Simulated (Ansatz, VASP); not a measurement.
KF: VASP beside Ansatz

```
K F
1.0
     3.25895    0.00000    0.00000
     0.00000    3.25895    0.00000
     0.00000    0.00000    3.25895
K F
1 1
Direct
  0.00000 0.00000 0.00000
  0.50000 0.50000 0.50000
```

Alike in both runs: task single point; functional B3LYP; k mesh 5 × 5 × 5; no spin polarisation.

|  | VASP | Ansatz |
| --- | --- | --- |
| version | VASP 6.6.1 | Ansatz 0.2.0 |
| potentials or method | VASP PAW PBE potentials, release 64 (K_sv, F) | Ansatz NC |
| plane-wave cutoff (eV) | 520 | 1320 |
| occupations | gaussian, width 0.01 eV | fixed |
| valence electrons in the cell | 16 | 16 |

VASP gave:

```
gap on the k mesh at the Fermi level (eV) : 8.61
least direct gap on the mesh (eV)         : 8.63
pressure (GPa)                            : -0.5
```

Problem. What did Ansatz give for the same quantities?

Solution. gap on the k mesh at the Fermi level (eV): 8.58; least direct gap on the mesh (eV): 8.59; pressure (GPa): -0.4.

VASP's potentials were made for PBE, not for B3LYP.

Noted on Ansatz's run: the potentials were made for another functional, which shifts forces and pressure; odd divisions of the mesh miss points on the zone boundary, where band edges often lie, so the gap on the mesh can be too wide.
